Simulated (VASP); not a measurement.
# Be4Pd (Pm-3m) in VASP: a series of runs, part 2 of 2

VASP 6.6.1. Earlier steps stand in the parts before.

### 4 Single point, PBE

This run uses another cell than the first one, of 10.46 Å³/atom.

Input file INCAR:

```
ALGO = Fast
EDIFF = 1E-7
ENCUT = 520
GGA = PE
ISIF = 2
ISMEAR = 0
LASPH = True
LCHARG = False
LREAL = False
LWAVE = False
NBANDS = 17
NELM = 60
PREC = Accurate
SIGMA = 0.1
```

Input file KPOINTS:

```
k-points
0
Gamma
  10 10 10
```

Input file POSCAR:

```
Be4Pd
1.0
    3.7396295730      0.0000000000      0.0000000000
    0.0000000000      3.7396295730      0.0000000000
    0.0000000000      0.0000000000      3.7396295730
Be Pd
4 1
Direct
    0.0000000000      0.5000000000      0.5000000000
    0.5000000000      0.0000000000      0.5000000000
    0.5000000000      0.5000000000      0.0000000000
    0.5000000000      0.5000000000      0.5000000000
    0.0000000000      0.0000000000      0.0000000000
```

Potentials or basis: VASP PAW PBE potentials, release 64 (Be, Pd).

The run is started by

```
$ cat potpaw_PBE.64/Be/POTCAR potpaw_PBE.64/Pd/POTCAR > POTCAR
$ mpirun -np 1 vasp_std > vasp.out
```

OUTCAR:

```text
EDIFF = 1E-7
   ENCUT = 520
   GGA = PE
   ISIF = 2
   ISMEAR = 0
   LASPH = True
   LREAL = False
   NELM = 60
   PREC = Accurate

 ion  position               nearest neighbor table
   1  0.000  0.500  0.500-   4 1.87   4 1.87   5 2.64   5 2.64   5 2.64   5 2.64
   2  0.500  0.000  0.500-   4 1.87   4 1.87   5 2.64   5 2.64   5 2.64   5 2.64
   3  0.500  0.500  0.000-   4 1.87   4 1.87   5 2.64   5 2.64   5 2.64   5 2.64
   4  0.500  0.500  0.500-   1 1.87   2 1.87   3 1.87   3 1.87   2 1.87   1 1.87
   5  0.000  0.000  0.000-   1 2.64   2 2.64   3 2.64   1 2.64   2 2.64   1 2.64   3 2.64   1 2.64
                             2 2.64   3 2.64   2 2.64   3 2.64

  LATTYP: Found a simple cubic cell.
 ALAT       =     3.7396295730

  Lattice vectors:

 A1 = (   3.7396295730,   0.0000000000,   0.0000000000)
 A2 = (   0.0000000000,   3.7396295730,   0.0000000000)
 A3 = (   0.0000000000,   0.0000000000,   3.7396295730)

Analysis of symmetry for initial positions (statically):
=====================================================================
 Subroutine PRICEL returns:
 Original cell was already a primitive cell.

 Routine SETGRP: Setting up the symmetry group for a
[... 181 lines left out ...]
 Fermi energy:         6.3166369425

 k-point     1 :       0.0000    0.0000    0.0000
  band No.  band energies     occupation
      1      -2.7775      2.00000
      2       2.6289      2.00000
      3       2.6289      2.00000
      4       3.7660      2.00000
      5       3.7660      2.00000
      6       3.7660      2.00000
[... 457 lines left out ...]
      4       2.6397      2.00000
      5       2.8441      2.00000
      6       3.5930      2.00000
[... 9 lines left out ...]
     16      13.3279      0.00000
     17      14.6054      0.00000

 [... further k-points ...]

------------------------ aborting loop because EDIFF is reached ----------------------------------------

  FORCE on cell =-STRESS in cart. coord.  units (eV):
  Direction    XX          YY          ZZ          XY          YZ          ZX
  --------------------------------------------------------------------------------------
  -------------------------------------------------------------------------------------
  Total        0.0165361      0.0165361      0.0165361     -0.0000000     -0.0000000     -0.0000000
  in kB        0.5065925      0.5065925      0.5065925     -0.0000000     -0.0000000     -0.0000000
  external PRESSURE =       0.5065925 kB  Pullay stress =       0.0000000 kB

 VOLUME and BASIS-vectors are now :
 -----------------------------------------------------------------------------
  energy-cutoff  :      520.00
  volume of cell :       52.30
      direct lattice vectors                 reciprocal lattice vectors
     3.739629573  0.000000000  0.000000000     0.267406164  0.000000000  0.000000000
     0.000000000  3.739629573  0.000000000     0.000000000  0.267406164  0.000000000
     0.000000000  0.000000000  3.739629573     0.000000000  0.000000000  0.267406164

 POSITION                                       TOTAL-FORCE (eV/Angst)
 -----------------------------------------------------------------------------------
      0.00000      1.86981      1.86981         0.000000      0.000000      0.000000
      1.86981      0.00000      1.86981         0.000000      0.000000      0.000000
      1.86981      1.86981      0.00000         0.000000      0.000000      0.000000
      1.86981      1.86981      1.86981         0.000000      0.000000      0.000000
      0.00000      0.00000      0.00000         0.000000      0.000000      0.000000
 -----------------------------------------------------------------------------------
    total drift:                               -0.000000     -0.000000     -0.000000

  FREE ENERGIE OF THE ION-ELECTRON SYSTEM (eV)
  ---------------------------------------------------
  free  energy   TOTEN  =       -18.3695411868 eV

  energy  without entropy=      -18.3620613807  energy(sigma->0) =      -18.36580128
```

stdout:

```text
POSCAR found type information on POSCAR BePd
 POSCAR found :  2 types and       5 ions
 scaLAPACK will be used
 LDA part: xc-table for (Slater+PW92), standard interpolation
 POSCAR, INCAR and KPOINTS ok, starting setup
 FFT: planning ... GRIDC
 FFT: planning ... GRID_SOFT
 FFT: planning ... GRID
 WAVECAR not read
 entering main loop
```

Run time: 31 s. Hardware: 1 thread of Intel Xeon Platinum 8488C (Sapphire Rapids), shared host; peak memory 0.18 GiB.

Results:

```yaml
Free_energy: -18.3695 eV
Pressure: 0.1 GPa
Band_gap_on_the_k_mesh: zero (bands 9 and 10 overlap by 0.61 eV)
```

### 5 Overview

```tsv
cell	k mesh	further INCAR settings	gap on the mesh (eV)	pressure (GPa)
a = 3.683 Å, 5 atoms	6 × 6 × 6	ALGO = Fast; EDIFF = 1e-07; NBANDS = 17	none	5.1
a = 3.737 Å, 5 atoms	6 × 6 × 6	ALGO = Fast; EDIFF = 1e-06; NBANDS = 17	none	0.2
a = 3.740 Å, 5 atoms	10 × 10 × 10	ALGO = Fast; EDIFF = 1e-07; NBANDS = 17	none	0.1
```

Alike in all rows: task single point; level PBE; potentials or basis VASP PAW PBE potentials, release 64 (Be, Pd); no spin polarisation; cutoff (eV) 520; smearing gaussian 0.1 eV.

Caveats: the cell stands under pressure (at least some runs).

Total energies depend on the potentials used, so only differences within one code and one set of settings carry meaning.
